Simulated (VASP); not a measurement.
# Ge (Cmcm) in VASP: settings compared

The runs below take Ge through single point, with PBE-based screened hybrid with 25 % exact exchange, PBE.

Everything below comes from runs of VASP 6.6.1. Logs are shortened: lines on timing, memory, paths and dates and some standing lists are left out, and cuts for length are marked.

## Step 1: The cell of the first run

It takes space group Cmcm (No. 63, orthorhombic). The conventional cell has a = 2.976 Å, b = 5.189 Å, c = 4.728 Å, α = 90.00°, β = 90.00°, γ = 90.00°. Ge (site symmetry m2m) has 12 Ge at 2.92 to 2.99 Å within 3.9 Å.

This isn't the form of Ge at room conditions, which is diamond.

## Step 2: Single point, PBE-based screened hybrid with 25 % exact exchange

The input, POSCAR:

```
Ge
1.0
    1.4880529250     -2.5946896100      0.0000000000
    1.4880529250      2.5946896100      0.0000000000
    0.0000000000      0.0000000000      4.7275957900
Ge
2
Direct
    0.3334466300      0.6665533700      0.2500000000
    0.6665533700      0.3334466300      0.7500000000
```

The input, INCAR.step1:

```
SYSTEM = Ge
  PREC = Accurate
  ENCUT = 520
  EDIFF = 1E-5
  ISMEAR = -1
  SIGMA = 0.05
  LREAL = .False.
  LASPH = .True.
  NELM = 60
  ALGO = Normal
  ISIF = 2
  LWAVE = .True.
  LCHARG = .False.
  GGA = PE
  NBANDS = 21
```

The input, INCAR.step2:

```
SYSTEM = Ge
  PREC = Accurate
  ENCUT = 520
  EDIFF = 1E-6
  ISMEAR = -1
  SIGMA = 0.05
  LREAL = .False.
  LASPH = .True.
  NELM = 60
  ALGO = Normal
  ISIF = 2
  LWAVE = .False.
  LCHARG = .False.
  GGA = PE
  LHFCALC = .True.
  AEXX = 0.25
  HFSCREEN = 0.6
  PRECFOCK = Normal
  ISTART = 1
  NBANDS = 21
```

The input, KPOINTS:

```
regular mesh
0
Gamma
  5 5 3
  0 0 0
```

Potentials or basis: VASP PAW PBE potentials, release 64 (Ge_d).

Command:

```bash
cat potpaw_PBE.64/Ge_d/POTCAR > POTCAR
cp INCAR.step1 INCAR
mpirun -np 1 vasp_std > vasp.out
cp INCAR.step2 INCAR
mpirun -np 1 vasp_std > vasp.out
```

OUTCAR:

```text
SYSTEM = Ge
   PREC = Accurate
   ENCUT = 520
   EDIFF = 1E-6
   ISMEAR = -1
   LREAL = .False.
   LASPH = .True.
   NELM = 60
   ISIF = 2
   GGA = PE
   LHFCALC = .True.
   AEXX = 0.25
   HFSCREEN = 0.6
   PRECFOCK = Normal
   ISTART = 1

 ion  position               nearest neighbor table
   1  0.333  0.667  0.250-
   2  0.667  0.333  0.750-

  LATTYP: Found a base centered orthorhombic cell.
 ALAT       =     2.9761058500
 B/A-ratio  =     1.7436809984
 C/A-ratio  =     1.5885173540

  Lattice vectors:

 A1 = (   1.4880529250,  -2.5946896100,   0.0000000000)
 A2 = (   1.4880529250,   2.5946896100,   0.0000000000)
 A3 = (   0.0000000000,   0.0000000000,   4.7275957900)

Analysis of symmetry for initial positions (statically):
=====================================================================
 Subroutine PRICEL returns:
 Original cell was already a primitive cell.

 Routine SETGRP: Setting up the symmetry group for a
 base centered orthorhombic supercell.

 Subroutine GETGRP returns: Found  8 space group operations
 (whereof  4 operations were pure point group operations)
 out of a pool of  8 trial point group operations.

The static configuration has the point symmetry C_2h.
 The point group associated with its full space group is D_2h.

Analysis of symmetry for dynamics (positions and initial velocities):
=====================================================================
 Subroutine PRICEL returns:
 Original cell was already a primitive cell.

 Routine SETGRP: Setting up the symmetry group for a
 base centered orthorhombic supercell.

 Subroutine GETGRP returns: Found  8 space group operations
 (whereof  4 operations were pure point group operations)
 out of a pool of  8 trial point group operations.

The dynamic configuration has the point symmetry C_2h.
 The point group associated with its full space group is D_2h.

 Subroutine INISYM returns: Found  8 space group operations
 (whereof  4 operations are pure point group operations),
 and found     1 'primitive' translations

----------------------------------------------------------------------------------------

                                     Primitive cell

  volume of cell :      36.5068

  direct lattice vectors                    reciprocal lattice vectors
     1.488052925 -2.594689610  0.000000000     0.336009554 -0.192701277  0.000000000
     1.488052925  2.594689610  0.000000000     0.336009554  0.192701277  0.000000000
     0.000000000  0.000000000  4.727595790     0.000000000  0.000000000  0.211524006

  length of vectors
     2.991106096  2.991106096  4.727595790     0.387345069  0.387345069  0.211524006

  position of ions in fractional coordinates (direct lattice)
     0.333446630  0.666553370  0.250000000
     0.666553370  0.333446630  0.750000000

  ion indices of the primitive-cell ions
   primitive index   ion index
                 1           1
                 2           2

----------------------------------------------------------------------------------------

 KPOINTS: regular mesh

Automatic generation of k-mesh.
 Grid dimensions read from file:
 generate k-points for:    5    5    3

 Generating k-lattice:

  Cartesian coordinates                     Fractional coordinates (reciprocal lattice)
     0.067201911 -0.038540255  0.000000000     0.200000000 -0.000000000  0.000000000
     0.067201911  0.038540255  0.000000000    -0.000000000  0.200000000  0.000000000
     0.000000000  0.000000000  0.070508002     0.000000000  0.000000000  0.333333333

  Length of vectors
     0.077469014  0.077469014  0.070508002

  Shift w.r.t. Gamma in fractional coordinates (k-lattice)
     0.000000000  0.000000000  0.000000000

 Subroutine IBZKPT returns following result:
 ===========================================

 Found     18 irreducible k-points:

 Following reciprocal coordinates:
            Coordinates               Weight
  0.000000  0.000000  0.000000      1.000000
  0.200000  0.000000  0.000000      4.000000
  0.400000 -0.000000  0.000000      4.000000
  0.200000  0.200000  0.000000      2.000000
  0.400000  0.200000  0.000000      4.000000
 -0.400000  0.200000  0.000000      4.000000
[... 10 lines left out ...]
  0.400000  0.400000  0.333333      4.000000
 -0.400000  0.400000  0.333333      4.000000
   k-points           NKPTS =     18   k-points in BZ     NKDIM =     75   number of bands    NBANDS=     21
   number of dos      NEDOS =    301   number of ions     NIONS =      2
   total plane-waves  NPLWV =  20736
   dimension x,y,z NGX =    24 NGY =   24 NGZ =   36
   dimension x,y,z NGXF=    48 NGYF=   48 NGZF=   72
   ions per type =               2
   NGX,Y,Z   is equivalent  to a cutoff of  13.34, 13.34, 12.66 a.u.
   NGXF,Y,Z  is equivalent  to a cutoff of  26.68, 26.68, 25.32 a.u.
 SYSTEM =  Ge
   PREC   = accura    normal or accurate (medium, high low for compatibility)
   ISTART =      1    job   : 0-new  1-cont  2-samecut
   ICHARG =      0    charge: 1-file 2-atom 10-const
   ISPIN  =      1    spin polarized calculation?
   LNONCOLLINEAR =      F non collinear calculations
   LSORBIT =      F    spin-orbit coupling
   LASPH  =      T    aspherical Exc in radial PAW
   ENCUT  =  520.0 eV  38.22 Ry    6.18 a.u.   5.56  5.56  8.79*2*pi/ulx,y,z
   NELM   =     60;   NELMIN=  2; NELMDL=  0     # of ELM steps
   EDIFF  = 0.1E-05   stopping-criterion for ELM
   LREAL  =      F    real-space projection
   EDIFFG = 0.1E-04   stopping-criterion for IOM
   NSW    =      0    number of steps for IOM
   IBRION =     -1    ionic relax: 0-MD 1-quasi-New 2-CG
   NFREE  =      0    steps in history (QN), initial steepest desc. (CG)
   ISIF   =      2    stress and relaxation
   ISYM   =      3    0-nonsym 1-usesym 2-fastsym
   POTIM  = 0.5000    time-step for ionic-motion
   TEBEG  =    0.0;   TEEND  =   0.0 temperature during run
   PSTRESS=    0.0 pullay stress
   NELECT =      28.0000    total number of electrons
   NUPDOWN=      -1.0000    fix difference up-down
   EMIN   =  10.00;   EMAX   =-10.00  energy-range for DOS
   EFERMI =   0.00;   METHOD = LEGACY
   ISMEAR =    -1;   SIGMA  =   0.05  broadening in eV -4-tet -1-fermi 0-gaus
   EFERMI_NEDOS =   21; number of points for ismear=-14 and -15
   IALGO  =     38    algorithm
   IMIX   =      1    mixing-type and parameters
     AMIX     =   0.40;   BMIX     =  1.00
     AMIX_MAG =   1.60;   BMIX_MAG =  1.00
  volume/ion in A,a.u.               =      18.25       123.18
  Fermi-wavevector in a.u.,A,eV,Ry     =   1.498544  2.831837 30.553703  2.245634
  Thomas-Fermi vector in A             =   2.610289
   LORBIT       =      0    0 simple, 1 ext, 2 COOP (PROOUT), +10 PAW based schemes
   GGA     = PE    functional components
   LHFCALC =     T    Hartree Fock is set to
   PRECFOCK=normal    Normal, Fast or Accurate (Low or Medium for compatibility)
   ENCUT4O =  -1.0   cutoff for four orbital integrals eV
   NKREDX  =     1    reduce k-point grid by
   NKREDY  =     1    reduce k-point grid by
   NKREDZ  =     1    reduce k-point grid by
   AEXX    =    0.2500 exact exchange contribution
   HFSCREEN=    0.6000 screening length (either q_TF or 0.3 A-1)
   HFSCREENC=   0.6000 screening length for correlation (either q_TF or 0.3 A-1)
   ENCUTFOCK=  -1.0 apply spherical cutoff to Coloumb kernel
   IVDW    =     0    specifies the selected vdW correction
   LEPSILON=     F    determine dielectric tensor
   LRPA    =     F    only Hartree local field effects (RPA)
 non-spin polarized calculation
  energy-cutoff  :      520.00
  volume of cell :       36.51
 maximum number of plane-waves:      1004
 NGX is ok and might be reduce to    24
  NGX = 18; NGY = 18; NGZ = 28

 number of electron      28.0000012 magnetization

 Free energy of the ion-electron system (eV)
  ---------------------------------------------------
  ext. energy  EPLUGINS =         0.00000000
  ---------------------------------------------------
  free energy    TOTEN  =        -8.78752148 eV

  energy without entropy =       -8.77273808  energy(sigma->0) =       -8.78012978

 E-fermi :   6.9026     XC(G=0):  -9.9899

 val. band max:        6.8552416799   @ k =   0.4000   0.2000   0.0000
 cond. band min:       6.9201611108   @ k =   0.2000   0.2000   0.3333
 fundamental gap:      0.0649194308
 Fermi energy:         6.9026380308

 k-point     1 :       0.0000    0.0000    0.0000
  band No.  band energies     occupation
      1     -20.2753      2.00000
      2     -20.2739      2.00000
      3     -20.2703      2.00000
      4     -20.2656      2.00000
      5     -20.2652      2.00000
      6     -20.2622      2.00000
[... 13 lines left out ...]
     20      20.3075      0.00000
     21      21.6737      0.00000

 k-point     2 :       0.2000    0.0000    0.0000
  band No.  band energies     occupation
      1     -20.2979      2.00000
      2     -20.2697      2.00000
      3     -20.2595      2.00000
      4     -20.2579      2.00000
      5     -20.2504      2.00000
      6     -20.2436      2.00000
[... 13 lines left out ...]
     20      20.4185      0.00000
     21      21.6329      0.00000

 k-point     3 :       0.4000   -0.0000    0.0000
  band No.  band energies     occupation
      1     -20.3259      2.00000
      2     -20.2860      2.00000
      3     -20.2745      2.00000
      4     -20.2739      2.00000
      5     -20.2247      2.00000
      6     -20.2169      2.00000
[... 13 lines left out ...]
     20      18.9041      0.00000
     21      20.3719      0.00000

 k-point     4 :       0.2000    0.2000    0.0000
  band No.  band energies     occupation
      1     -20.2872      2.00000
      2     -20.2858      2.00000
      3     -20.2836      2.00000
      4     -20.2625      2.00000
      5     -20.2357      2.00000
      6     -20.2220      2.00000
[... 13 lines left out ...]
     20      19.7031      0.00000
     21      20.5768      0.00000

 k-point     5 :       0.4000    0.2000    0.0000
  band No.  band energies     occupation
      1     -20.3053      2.00000
      2     -20.2960      2.00000
      3     -20.2589      2.00000
      4     -20.2551      2.00000
      5     -20.2286      2.00000
      6     -20.2227      2.00000
[... 13 lines left out ...]
     20      19.3547      0.00000
     21      25.1811      0.00000

 k-point     6 :      -0.4000    0.2000    0.0000
  band No.  band energies     occupation
      1     -20.2864      2.00000
      2     -20.2858      2.00000
      3     -20.2831      2.00000
      4     -20.2622      2.00000
      5     -20.2352      2.00000
      6     -20.2211      2.00000
[... 13 lines left out ...]
     20      19.8838      0.00000
     21      20.7672      0.00000

 k-point     7 :      -0.2000    0.2000    0.0000
  band No.  band energies     occupation
      1     -20.2988      2.00000
      2     -20.2716      2.00000
      3     -20.2606      2.00000
      4     -20.2560      2.00000
      5     -20.2509      2.00000
      6     -20.2422      2.00000
[... 13 lines left out ...]
     20      20.4331      0.00000
     21      21.7564      0.00000
[... 147 lines left out ...]
      1     -20.2902      2.00000
      2     -20.2893      2.00000
      3     -20.2656      2.00000
      4     -20.2584      2.00000
      5     -20.2544      2.00000
      6     -20.2091      2.00000
[... 13 lines left out ...]
     20      19.8468      0.00000
     21      20.2712      0.00000

 k-point    15 :      -0.4000    0.2000    0.3333
  band No.  band energies     occupation
      1     -20.2915      2.00000
      2     -20.2820      2.00000
      3     -20.2745      2.00000
      4     -20.2536      2.00000
      5     -20.2480      2.00000
      6     -20.2252      2.00000
[... 13 lines left out ...]
     20      19.1136      0.00000
     21      20.6783      0.00000

 k-point    16 :      -0.2000    0.2000    0.3333
  band No.  band energies     occupation
      1     -20.2955      2.00000
      2     -20.2819      2.00000
      3     -20.2687      2.00000
      4     -20.2575      2.00000
      5     -20.2528      2.00000
      6     -20.2439      2.00000
[... 13 lines left out ...]
     20      18.4166      0.00000
     21      21.2370      0.00000

 k-point    17 :       0.4000    0.4000    0.3333
  band No.  band energies     occupation
      1     -20.2908      2.00000
      2     -20.2887      2.00000
      3     -20.2643      2.00000
      4     -20.2592      2.00000
      5     -20.2539      2.00000
      6     -20.2097      2.00000
[... 13 lines left out ...]
     20      20.0117      0.00000
     21      20.2582      0.00000

 k-point    18 :      -0.4000    0.4000    0.3333
  band No.  band energies     occupation
      1     -20.3138      2.00000
      2     -20.2942      2.00000
      3     -20.2844      2.00000
      4     -20.2598      2.00000
      5     -20.2478      2.00000
      6     -20.2042      2.00000
[... 13 lines left out ...]
     20      16.7474      0.00000
     21      18.0320      0.00000

------------------------ aborting loop because EDIFF is reached ----------------------------------------

  FORCE on cell =-STRESS in cart. coord.  units (eV):
  Direction    XX          YY          ZZ          XY          YZ          ZX
  --------------------------------------------------------------------------------------
  -------------------------------------------------------------------------------------
  Total        0.3031664      0.2512660      2.3154048      0.0000000      0.0000000      0.0000000
  in kB       13.3050827     11.0273236    101.6163035      0.0000000      0.0000000      0.0000000
  external PRESSURE =      41.9829033 kB  Pullay stress =       0.0000000 kB

 VOLUME and BASIS-vectors are now :
 -----------------------------------------------------------------------------
  energy-cutoff  :      520.00
  volume of cell :       36.51
      direct lattice vectors                 reciprocal lattice vectors
     1.488052925 -2.594689610  0.000000000     0.336009554 -0.192701277  0.000000000
     1.488052925  2.594689610  0.000000000     0.336009554  0.192701277  0.000000000
     0.000000000  0.000000000  4.727595790     0.000000000  0.000000000  0.211524006

 POSITION                                       TOTAL-FORCE (eV/Angst)
 -----------------------------------------------------------------------------------
      1.48805      0.86431      1.18190         0.000000      0.013855     -0.000000
      1.48805     -0.86431      3.54570         0.000000     -0.013855      0.000000
 -----------------------------------------------------------------------------------
    total drift:                                0.000000     -0.000000      0.000000

  FREE ENERGIE OF THE ION-ELECTRON SYSTEM (eV)
  ---------------------------------------------------
  free  energy   TOTEN  =        -8.7875214804 eV

  energy  without entropy=       -8.7727380842  energy(sigma->0) =       -8.78012978
```

Run time: 48 min. Hardware: 1 thread of Intel Xeon 8259CL, shared host; peak memory 0.26 GiB.

Results:

```yaml
Free_energy: -8.7875 eV
Pressure: 4.2 GPa
Largest_force: 0.014 eV/Å
Band_gap_on_the_k_mesh: zero (bands 14 and 15 overlap by 8.23 eV)
```

Forces on the atoms (eV/Å):
```
Ge   0.000  0.014  0.000
Ge   0.000 -0.014  0.000
```

Levels at points of the mesh, in eV from the Fermi level:
| k point | band 12 | band 13 | band 14 | band 15 | band 16 | band 17 |
| --- | --- | --- | --- | --- | --- | --- |
| (0.00, 0.00, 0.00) | -7.66 | -5.66 | 7.13 | 7.26 | 9.29 | 9.41 |

Caveat: the k points lie up to 0.49 Å⁻¹ apart, too coarse for converged energies and pressures of a metal; the PAW data sets were made with another functional, which shifts forces and pressure a little.

[end of part 1 of 2]

The gap in the log of VASP goes by the Fermi energy; the results here count the filled bands.